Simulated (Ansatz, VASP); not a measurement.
**ScGa3: VASP beside Ansatz**

The input INCAR:

```
SYSTEM = ScGa3
ALGO = Normal ; EDIFF = 1E-8
ENCUT = 520 ; GGA = CA
ISIF = 2 ; ISMEAR = -1
LASPH = .TRUE. ; LCHARG = .FALSE.
LEFG = .TRUE. ; LREAL = .FALSE.
LWAVE = .FALSE. ; NBANDS = 33
NELM = 100 ; PREC = Accurate
SIGMA = 0.05
```

Contents of KPOINTS:

```
k-points
0
G
  9 9 9
  0 0 0
```

POSCAR

```
ScGa3
1.0
    4.0675159504      0.0000000000      0.0000000000
    0.0000000000      4.0675159504      0.0000000000
    0.0000000000      0.0000000000      4.0675159504
Sc Ga
1 3
Direct
    0.0000000000      0.0000000000      0.0000000000
    0.0000000000      0.5000000000      0.5000000000
    0.5000000000      0.0000000000      0.5000000000
    0.5000000000      0.5000000000      0.0000000000
```

Input for Ansatz:

```yaml
crystal:
  lattice:
    - [4.0675159504, 0.0, 0.0]
    - [0.0, 4.0675159504, 0.0]
    - [0.0, 0.0, 4.0675159504]
  atoms:
    - { symbol: Sc, position: [0.0, 0.0, 0.0] }
    - { symbol: Ga, position: [0.0, 0.5, 0.5] }
    - { symbol: Ga, position: [0.5, 0.0, 0.5] }
    - { symbol: Ga, position: [0.5, 0.5, 0.0] }
kpoints:
  mp_grid: { grid: [9, 9, 9] }
scf:
  occupations: { method: fermi_dirac, width: 0.05 }
hamiltonian:
  xc: lda
  pseudopotentials: { kind: all_electron, datasets: crystal }
output:
  forces: true
  stress: true
  eigenvalues: true
  efg: { contact_densities: true }
```

Change from the starting cell: volume scaled by 0.98, crystal datasets.

Alike in both runs: task electric field gradients; functional LDA; k mesh 9 × 9 × 9; occupations fermi-dirac, width 0.05 eV; no spin polarisation.

|  | VASP | Ansatz |
| --- | --- | --- |
| version | VASP 6.6.1 | Ansatz 0.2.0 |
| potentials or method | VASP PAW LDA potentials, release 64 (Sc_sv, Ga_d), cutoff 520 eV | all-electron PAW with datasets made for the crystal, scalar-relativistic |

|  | VASP | Ansatz | Ansatz less VASP |
| --- | --- | --- | --- |
| pressure (GPa) | -3.8 | -4.0 | -0.21 |
| size of Vzz on the site where it differs most (V/Å²) | 63.7 | 66.2 | +2.46 |

LDA's correlation is that of Perdew and Zunger in VASP and of Perdew and Wang (1992) in Ansatz. Ansatz ran all-electron here, and VASP with PAW potentials.
